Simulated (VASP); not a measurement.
A run of VASP 6.6.1:

The input INCAR:

```
SYSTEM = In
PREC = Accurate
ENCUT = 520
EDIFF = 1E-7
ISMEAR = 0
SIGMA = 0.1
LREAL = .FALSE.
LASPH = .TRUE.
NELM = 100
ALGO = Normal
ISIF = 2
LWAVE = .FALSE.
LCHARG = .FALSE.
LDIPOL = .TRUE.
IDIPOL = 3
DIPOL = 0.5 0.5 0.500
NBANDS = 48
```

File KPOINTS:

```
regular mesh
0
G
  10 10 1
  0 0 0
```

File POSCAR:

```
In
1.0
    3.3292651161      0.0000000000      0.0000000000
    0.3476652920      3.3110625271      0.0000000000
    0.0000000000      0.0000000000     26.1391967197
In
6
Direct
    0.5000000000      0.5000000000      0.2869254201
    0.0000000000      0.0000000000      0.3721552521
    0.5000000000      0.5000000000      0.4573850840
    0.0000000000      0.0000000000      0.5426149160
    0.5000000000      0.5000000000      0.6278447479
    0.0000000000      0.0000000000      0.7130745799
```

Potentials or basis: VASP PAW LDA potentials, release 64 (In_d).

Launch:

```console
$ cat potpaw_LDA.64/In_d/POTCAR > POTCAR
$ mpirun -np 1 vasp_std > vasp.out
```

Hardware: 1 thread of Intel(R) Xeon(R) 6975P-C (Granite Rapids) (shared host).

Estimate the wall time of this run.

Run time: 10 min on 1 thread of Intel(R) Xeon(R) 6975P-C (Granite Rapids), with other jobs on the host, peak memory 0.47 GiB. Counts: scf iterations 40, k points 31.
